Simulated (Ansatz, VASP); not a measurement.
Two plane-wave programs on IrRu2

```xyz
3
Lattice="2.7060 0.0000 0.0000 -1.3530 2.3434 0.0000 0.0000 0.0000 6.6416" Properties=species:S:1:pos:R:3 pbc="T T T"
Ru    0.0000    1.5623    4.3946
Ru    1.3530    0.7811    2.2470
Ir    0.0000    0.0000    0.0000
```

Alike in both runs: functional PBE; k mesh 18 × 18 × 8; occupations gaussian, width 0.1 eV; no spin polarisation.

Ansatz relaxed the structure, and its values are those at the end. VASP's run is a single point on that final structure, the one shown.

|  | VASP | Ansatz |
| --- | --- | --- |
| version | VASP 6.6.1 | Ansatz 0.2.0 |
| potentials or method | VASP PAW PBE potentials, release 64 (Ru_pv, Ir), cutoff 520 eV | scalar-relativistic, plane waves, PAW |
| valence electrons in the cell | 37 | 49 |

```csv
,VASP,Ansatz,Ansatz less VASP
gap on the k mesh at the Fermi level (eV),none,none,-
pressure (GPa),0.1,0.0,-0.05
rms of the force components (eV/Å),0.010,0.001,-0.0091
```

A gap of «none» marks a metal or a gap that the smearing closes. The functional is the same, so the differences come from potentials, cutoffs and numerics. VASP's potentials hold 37 valence electrons a cell and Ansatz's 49, so a difference there can come from the potentials and not from the codes.

Spin-orbit coupling is off throughout.
